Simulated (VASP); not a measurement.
# Sr (P-3m1) in VASP: a series of runs

Runs on Sr. Level: PBEsol. Tasks: single point.

All numbers are computed with VASP 6.6.1; they aren't measurements. Logs are shortened: lines on timing, memory, paths and dates and some standing lists are left out, and cuts for length are marked.

### 1 The cell of the first run

Symmetry: P-3m1, No. 164, trigonal system. Conventional cell: a = 4.310 Å, b = 4.310 Å, c = 7.050 Å, α = 90.00°, β = 90.00°, γ = 120.00°. Within 5.6 Å of Sr (site symmetry 3m) lie 12 Sr at 4.27 to 4.36 Å.

### 2 Single point, PBEsol

Input file INCAR:

```
ALGO = Normal
EDIFF = 1E-6
ENCUT = 520
GGA = PS
ISIF = 2
ISMEAR = 1
LASPH = True
LCHARG = True
LELF = True
LREAL = False
LVHAR = True
LWAVE = False
NBANDS = 17
NELM = 100
PREC = Accurate
SIGMA = 0.15
```

Input file KPOINTS:

```
k-points
0
Gamma
  6 6 3
```

Input file POSCAR:

```
Sr
1.0
    4.3100000000      0.0000000000      0.0000000000
   -2.1550000000      3.7325700000      0.0000000000
    0.0000000000      0.0000000000      7.0500000000
Sr
2
Direct
    0.3333333333      0.6666666667      0.2500000000
    0.6666666667      0.3333333333      0.7429078014
```

Potentials or basis: VASP PAW PBE potentials, release 64 (Sr_sv).

Run with:

```sh
$ cat potpaw_PBE.64/Sr_sv/POTCAR > POTCAR
$ mpirun -np 1 vasp_std > vasp.out
```

OUTCAR:

```text
EDIFF = 1E-6
   ENCUT = 520
   GGA = PS
   ISIF = 2
   ISMEAR = 1
   LASPH = True
   LREAL = False
   NELM = 100
   PREC = Accurate

 ion  position               nearest neighbor table
   1  0.333  0.667  0.250-   2 4.27   2 4.27   2 4.27   2 4.36   2 4.36   2 4.36
   2  0.667  0.333  0.743-   1 4.27   1 4.27   1 4.27   1 4.36   1 4.36   1 4.36

  LATTYP: Found a hexagonal cell.
 ALAT       =     4.3100000000
 C/A-ratio  =     1.6357308585

  Lattice vectors:

 A1 = (   4.3100000000,   0.0000000000,   0.0000000000)
 A2 = (  -2.1550000000,   3.7325700000,   0.0000000000)
 A3 = (   0.0000000000,   0.0000000000,   7.0500000000)

Analysis of symmetry for initial positions (statically):
=====================================================================
 Subroutine PRICEL returns:
 Original cell was already a primitive cell.

 Routine SETGRP: Setting up the symmetry group for a
 hexagonal supercell.

 Subroutine GETGRP returns: Found 12 space group operations
 (whereof  6 operations were pure point group operations)
 out of a pool of 24 trial point group operations.

The static configuration has the point symmetry C_3v.
 The point group associated with its full space group is D_3d.

Analysis of symmetry for dynamics (positions and initial velocities):
=====================================================================
 Subroutine PRICEL returns:
 Original cell was already a primitive cell.

 Routine SETGRP: Setting up the symmetry group for a
 hexagonal supercell.

 Subroutine GETGRP returns: Found 12 space group operations
 (whereof  6 operations were pure point group operations)
 out of a pool of 24 trial point group operations.

The dynamic configuration has the point symmetry C_3v.
 The point group associated with its full space group is D_3d.

 Subroutine INISYM returns: Found 12 space group operations
 (whereof  6 operations are pure point group operations),
 and found     1 'primitive' translations

----------------------------------------------------------------------------------------

                                     Primitive cell

  volume of cell :     113.4160

  direct lattice vectors                    reciprocal lattice vectors
[... 73 lines left out ...]
   ISPIN  =      1    spin polarized calculation?
   LNONCOLLINEAR =      F non collinear calculations
   LSORBIT =      F    spin-orbit coupling
   LASPH  =      T    aspherical Exc in radial PAW
   ENCUT  =  520.0 eV  38.22 Ry    6.18 a.u.   8.01  8.01 13.11*2*pi/ulx,y,z
   NELM   =    100;   NELMIN=  2; NELMDL= -5     # of ELM steps
   EDIFF  = 0.1E-05   stopping-criterion for ELM
   LREAL  =      F    real-space projection
   EDIFFG = 0.1E-04   stopping-criterion for IOM
   NSW    =      0    number of steps for IOM
   IBRION =     -1    ionic relax: 0-MD 1-quasi-New 2-CG
   NFREE  =      0    steps in history (QN), initial steepest desc. (CG)
   ISIF   =      2    stress and relaxation
   ISYM   =      2    0-nonsym 1-usesym 2-fastsym
   POTIM  = 0.5000    time-step for ionic-motion
   TEBEG  =    0.0;   TEEND  =   0.0 temperature during run
   PSTRESS=    0.0 pullay stress
   NELECT =      20.0000    total number of electrons
   NUPDOWN=      -1.0000    fix difference up-down
   EMIN   =  10.00;   EMAX   =-10.00  energy-range for DOS
   EFERMI =   0.00;   METHOD = LEGACY
   ISMEAR =     1;   SIGMA  =   0.15  broadening in eV -4-tet -1-fermi 0-gaus
   EFERMI_NEDOS =   21; number of points for ismear=-14 and -15
   IALGO  =     38    algorithm
   IMIX   =      4    mixing-type and parameters
     AMIX     =   0.40;   BMIX     =  1.00
     AMIX_MAG =   1.60;   BMIX_MAG =  1.00
  volume/ion in A,a.u.               =      56.71       382.68
  Fermi-wavevector in a.u.,A,eV,Ry     =   0.918037  1.734838 11.466873  0.842791
  Thomas-Fermi vector in A             =   2.043073
   LORBIT       =      0    0 simple, 1 ext, 2 COOP (PROOUT), +10 PAW based schemes
   GGA     = PS    functional components
   LHFCALC =     F    Hartree Fock is set to
   AEXX    =    0.0000 exact exchange contribution
   IVDW    =     0    specifies the selected vdW correction
   LEPSILON=     F    determine dielectric tensor
   LRPA    =     F    only Hartree local field effects (RPA)
 non-spin polarized calculation
 Methfessel and Paxton  Order N= 1 SIGMA  =   0.15
  energy-cutoff  :      520.00
  volume of cell :      113.42
 maximum number of plane-waves:      3068
   NGX = 17   NGY = 17   NGZ = 27

 number of electron      20.0000000 magnetization

 Free energy of the ion-electron system (eV)
  ---------------------------------------------------
  ext. energy  EPLUGINS =         0.00000000
  ---------------------------------------------------
  free energy    TOTEN  =        -3.60481845 eV

  energy without entropy =       -3.59308266  energy(sigma->0) =       -3.60090652

 E-fermi :   1.4110     XC(G=0):  -7.3365

 val. band max:        1.4060011827   @ k =   0.3333   0.3333   0.3333
 cond. band min:       1.4198689501   @ k =   0.3333   0.0000   0.0000
 fundamental gap:      0.0138677674
 Fermi energy:         1.4110285020

 k-point     1 :       0.0000    0.0000    0.0000
  band No.  band energies     occupation
      1     -35.1944      2.00000
      2     -35.1823      2.00000
      3     -17.2787      2.00000
      4     -17.1251      2.00000
      5     -17.1251      2.00000
      6     -17.1012      2.00000
[... 317 lines left out ...]
      4     -17.2368      2.00000
      5     -17.2206      2.00000
      6     -17.1940      2.00000
[... 9 lines left out ...]
     16       4.7516      0.00000
     17       5.4248      0.00000

------------------------ aborting loop because EDIFF is reached ----------------------------------------

  FORCE on cell =-STRESS in cart. coord.  units (eV):
  Direction    XX          YY          ZZ          XY          YZ          ZX
  --------------------------------------------------------------------------------------
  -------------------------------------------------------------------------------------
  Total       -0.5686039     -0.5686040     -0.5166630      0.0000000      0.0000000      0.0000000
  in kB       -8.0324135     -8.0324157     -7.2986674      0.0000000      0.0000000      0.0000000
  external PRESSURE =      -7.7878322 kB  Pullay stress =       0.0000000 kB

 VOLUME and BASIS-vectors are now :
 -----------------------------------------------------------------------------
  energy-cutoff  :      520.00
  volume of cell :      113.42
      direct lattice vectors                 reciprocal lattice vectors
     4.310000000  0.000000000  0.000000000     0.232018561  0.133955961  0.000000000
    -2.155000000  3.732570000  0.000000000     0.000000000  0.267911921  0.000000000
     0.000000000  0.000000000  7.050000000     0.000000000  0.000000000  0.141843972

 POSITION                                       TOTAL-FORCE (eV/Angst)
 -----------------------------------------------------------------------------------
     -0.00000      2.48838      1.76250         0.000000      0.000000     -0.051345
      2.15500      1.24419      5.23750        -0.000000      0.000000      0.051345
 -----------------------------------------------------------------------------------
    total drift:                               -0.000000      0.000000      0.000000

  FREE ENERGIE OF THE ION-ELECTRON SYSTEM (eV)
  ---------------------------------------------------
  free  energy   TOTEN  =        -3.6048184504 eV

  energy  without entropy=       -3.5930826591  energy(sigma->0) =       -3.60090652
```

Run time: 65 s. Hardware: 1 thread of AMD EPYC 7R13, shared host; peak memory 0.19 GiB.

What came out:

```
Free energy            : -3.6048 eV
Pressure               : -0.8 GPa
Largest force          : 0.051 eV/Å
Band gap on the k mesh : zero (band 10 reaches 1.42 eV, above the bottom of band 11 at 1.29 eV)
```

Forces on the atoms (eV/Å):
```
Sr   0.000  0.000 -0.051
Sr   0.000  0.000  0.051
```

Levels at points of the mesh, in eV from the Fermi level:
```
           k point  band 8  band 9  band 10  band 11  band 12  band 13
(0.00, 0.00, 0.00)  -18.51   -3.63    -1.15     0.01     2.25     2.25
(0.50, 0.00, 0.00)  -18.54   -1.14    -0.56     0.08     0.24     1.26
```

Caveat: the PAW data sets were made with another functional, which shifts forces and pressure a little.

### 3 Single point, PBEsol

Input file INCAR:

```
PREC = Accurate
ENCUT = 520
EDIFF = 1E-6
ISMEAR = 1
SIGMA = 0.15
LREAL = F
LASPH = T
NELM = 100
ALGO = Normal
ISIF = 2
LWAVE = F
LCHARG = T
GGA = PS
LELF = T
LVHAR = T
NBANDS = 17
```

Input file KPOINTS:

```
regular mesh
0
Gamma
  6 6 3
```

Edit POSCAR of step 2 so:

```diff
@@ -9,2 +9,2 @@
     0.3333333333      0.6666666667      0.2500000000
-    0.6666666667      0.3333333333      0.7429078014
+    0.6666666667      0.3333333333      0.7570921986
```

Potentials or basis: VASP PAW PBE potentials, release 64 (Sr_sv).

Run with:

```sh
$ cat potpaw_PBE.64/Sr_sv/POTCAR > POTCAR
$ mpirun -np 1 vasp_std > vasp.out
```

OUTCAR:

```text
PREC = Accurate
   ENCUT = 520
   EDIFF = 1E-6
   ISMEAR = 1
   LREAL = F
   LASPH = T
   NELM = 100
   ISIF = 2
   GGA = PS

 ion  position               nearest neighbor table
   1  0.333  0.667  0.250-   2 4.27   2 4.27   2 4.27   2 4.36   2 4.36   2 4.36
   2  0.667  0.333  0.757-   1 4.27   1 4.27   1 4.27   1 4.36   1 4.36   1 4.36

  LATTYP: Found a hexagonal cell.
 ALAT       =     4.3100000000
 C/A-ratio  =     1.6357308585

  Lattice vectors:

 A1 = (   4.3100000000,   0.0000000000,   0.0000000000)
 A2 = (  -2.1550000000,   3.7325700000,   0.0000000000)
 A3 = (   0.0000000000,   0.0000000000,   7.0500000000)

Analysis of symmetry for initial positions (statically):
=====================================================================
 Subroutine PRICEL returns:
 Original cell was already a primitive cell.

 Routine SETGRP: Setting up the symmetry group for a
 hexagonal supercell.

 Subroutine GETGRP returns: Found 12 space group operations
 (whereof  6 operations were pure point group operations)
 out of a pool of 24 trial point group operations.

The static configuration has the point symmetry C_3v.
 The point group associated with its full space group is D_3d.

Analysis of symmetry for dynamics (positions and initial velocities):
=====================================================================
 Subroutine PRICEL returns:
 Original cell was already a primitive cell.

 Routine SETGRP: Setting up the symmetry group for a
 hexagonal supercell.

 Subroutine GETGRP returns: Found 12 space group operations
 (whereof  6 operations were pure point group operations)
 out of a pool of 24 trial point group operations.

The dynamic configuration has the point symmetry C_3v.
 The point group associated with its full space group is D_3d.

 Subroutine INISYM returns: Found 12 space group operations
 (whereof  6 operations are pure point group operations),
 and found     1 'primitive' translations

[... 103 lines left out ...]
   IALGO  =     38    algorithm
   IMIX   =      4    mixing-type and parameters
     AMIX     =   0.40;   BMIX     =  1.00
     AMIX_MAG =   1.60;   BMIX_MAG =  1.00
  volume/ion in A,a.u.               =      56.71       382.68
  Fermi-wavevector in a.u.,A,eV,Ry     =   0.918037  1.734838 11.466873  0.842791
  Thomas-Fermi vector in A             =   2.043073
   LORBIT       =      0    0 simple, 1 ext, 2 COOP (PROOUT), +10 PAW based schemes
   GGA     = PS    functional components
   LHFCALC =     F    Hartree Fock is set to
   AEXX    =    0.0000 exact exchange contribution
   IVDW    =     0    specifies the selected vdW correction
   LEPSILON=     F    determine dielectric tensor
   LRPA    =     F    only Hartree local field effects (RPA)
 non-spin polarized calculation
 Methfessel and Paxton  Order N= 1 SIGMA  =   0.15
  energy-cutoff  :      520.00
  volume of cell :      113.42
 maximum number of plane-waves:      3068
   NGX = 17   NGY = 17   NGZ = 27

 number of electron      20.0000000 magnetization

 Free energy of the ion-electron system (eV)
  ---------------------------------------------------
  ext. energy  EPLUGINS =         0.00000000
  ---------------------------------------------------
  free energy    TOTEN  =        -3.60481840 eV

  energy without entropy =       -3.59308263  energy(sigma->0) =       -3.60090648

 E-fermi :   1.4110     XC(G=0):  -7.3365

 val. band max:        1.4060025381   @ k =   0.3333   0.3333   0.3333
 cond. band min:       1.4198696932   @ k =   0.3333   0.0000   0.0000
 fundamental gap:      0.0138671552
 Fermi energy:         1.4110290234

 k-point     1 :       0.0000    0.0000    0.0000
  band No.  band energies     occupation
      1     -35.1944      2.00000
      2     -35.1823      2.00000
      3     -17.2787      2.00000
      4     -17.1252      2.00000
      5     -17.1252      2.00000
      6     -17.1012      2.00000
[... 317 lines left out ...]
      4     -17.2368      2.00000
      5     -17.2206      2.00000
      6     -17.1940      2.00000
[... 9 lines left out ...]
     16       4.7516      0.00000
     17       5.4248      0.00000

------------------------ aborting loop because EDIFF is reached ----------------------------------------

  FORCE on cell =-STRESS in cart. coord.  units (eV):
  Direction    XX          YY          ZZ          XY          YZ          ZX
  --------------------------------------------------------------------------------------
  -------------------------------------------------------------------------------------
  Total       -0.5680860     -0.5680861     -0.5161592      0.0000000      0.0000000      0.0000000
  in kB       -8.0250970     -8.0250992     -7.2915508      0.0000000      0.0000000      0.0000000
  external PRESSURE =      -7.7805823 kB  Pullay stress =       0.0000000 kB

 VOLUME and BASIS-vectors are now :
 -----------------------------------------------------------------------------
  energy-cutoff  :      520.00
  volume of cell :      113.42
      direct lattice vectors                 reciprocal lattice vectors
     4.310000000  0.000000000  0.000000000     0.232018561  0.133955961  0.000000000
    -2.155000000  3.732570000  0.000000000     0.000000000  0.267911921  0.000000000
     0.000000000  0.000000000  7.050000000     0.000000000  0.000000000  0.141843972

 POSITION                                       TOTAL-FORCE (eV/Angst)
 -----------------------------------------------------------------------------------
     -0.00000      2.48838      1.76250        -0.000000      0.000000      0.051346
      2.15500      1.24419      5.33750         0.000000     -0.000000     -0.051346
 -----------------------------------------------------------------------------------
    total drift:                                0.000000     -0.000000     -0.000000

  FREE ENERGIE OF THE ION-ELECTRON SYSTEM (eV)
  ---------------------------------------------------
  free  energy   TOTEN  =        -3.6048183999 eV

  energy  without entropy=       -3.5930826331  energy(sigma->0) =       -3.60090648
```

OSZICAR:

```text
N       E                     dE             d eps       ncg     rms          rms(c)
DAV:   1     0.107196436813E+03    0.10720E+03   -0.93697E+03   578   0.991E+02
DAV:   2     0.487301292944E+01   -0.10232E+03   -0.10091E+03   741   0.227E+02
DAV:   3    -0.345478701623E+01   -0.83278E+01   -0.83072E+01  1090   0.460E+01
DAV:   4    -0.360479123744E+01   -0.15000E+00   -0.14896E+00   764   0.624E+00
DAV:   5    -0.360872753975E+01   -0.39363E-02   -0.39361E-02   970   0.729E-01    0.166E+01
DAV:   6    -0.360534800522E+01    0.33795E-02   -0.21371E-02   739   0.120E+00    0.932E+00
DAV:   7    -0.360468166123E+01    0.66634E-03   -0.23266E-02   705   0.152E+00    0.416E-01
DAV:   8    -0.360473120328E+01   -0.49542E-04   -0.28149E-03   904   0.237E-01    0.133E-01
DAV:   9    -0.360479544488E+01   -0.64242E-04   -0.14040E-04   811   0.705E-02    0.504E-02
DAV:  10    -0.360481526496E+01   -0.19820E-04   -0.16920E-05  1025   0.209E-02    0.237E-02
DAV:  11    -0.360481818611E+01   -0.29211E-05   -0.22998E-06   587   0.123E-02    0.183E-03
DAV:  12    -0.360481839992E+01   -0.21381E-06   -0.35818E-07   432   0.402E-03
   1 F= -.36048184E+01 E0= -.36009065E+01  d E =-.117358E-01
```

Wall time 57 s (1 thread of AMD EPYC 7R13, shared host); peak memory 0.19 GiB.

Results:

| Quantity | Value |
| --- | --- |
| Free energy | -3.6048 eV |
| Pressure | -0.8 GPa |
| Largest force | 0.051 eV/Å |
| Band gap on the k mesh | zero (band 10 reaches 1.42 eV, above the bottom of band 11 at 1.29 eV) |

Forces on the atoms (eV/Å):
```
Sr   0.000  0.000  0.051
Sr   0.000  0.000 -0.051
```

Caveat: the PAW data sets were made with another functional, which shifts forces and pressure a little.

### 4 Single point, PBEsol

Input file INCAR:

```
ALGO     = Normal         # electronic algorithm
EDIFF    = 1E-6           # SCF threshold, eV
ENCUT    = 520            # plane-wave cutoff, eV
GGA      = PS             # functional
ISIF     = 2              # what is computed and relaxed
ISMEAR   = 1              # smearing method
LASPH    = True           # aspherical terms in the spheres
LCHARG   = False          # write CHGCAR
LREAL    = False          # projectors in reciprocal space
LWAVE    = False          # write WAVECAR
NBANDS   = 17             # bands
NELM     = 80             # most SCF steps
PREC     = Accurate       # precision mode
SIGMA    = 0.15           # smearing width, eV
```

Input file KPOINTS:

```
k-points
0
Gamma
  6 6 3
```

Edit POSCAR of step 3 so:

```diff
@@ -9,2 +9,2 @@
     0.3333333333      0.6666666667      0.2500000000
-    0.6666666667      0.3333333333      0.7570921986
+    0.6666666667      0.3333333333      0.7641843972
```

Run with:

```sh
$ cat potpaw_PBE.64/Sr_sv/POTCAR > POTCAR
$ mpirun -np 1 vasp_std > vasp.out
```

Wall time 56 s (1 thread of AMD EPYC 7R13, shared host); peak memory 0.19 GiB.

The run converged. Its results:

| Quantity | Value |
| --- | --- |
| Free energy | -3.6010 eV |
| Pressure | -0.8 GPa |
| Largest force | 0.103 eV/Å |
| Band gap on the k mesh | zero (band 10 reaches 1.41 eV, above the bottom of band 11 at 1.29 eV) |

Forces in eV/Å, atoms in the order of the input:
```
Sr   0.000  0.000  0.103
Sr   0.000  0.000 -0.103
```

Stress tensor (GPa, compression positive):
```
-0.79  0.00  0.00
 0.00 -0.79  0.00
 0.00  0.00 -0.72
```

Levels at points of the mesh, in eV from the Fermi level:
```csv
k point,band 7,band 8,band 9,band 10,band 11,band 12,band 13,band 14
"(0.00, 0.00, 0.00)",-18.51,-18.51,-3.63,-1.15,0.02,2.25,2.25,2.26
"(0.50, 0.00, 0.00)",-18.55,-18.53,-1.13,-0.56,0.09,0.24,1.26,1.83
```

Caveat: the PAW data sets were made with another functional, which shifts forces and pressure a little.
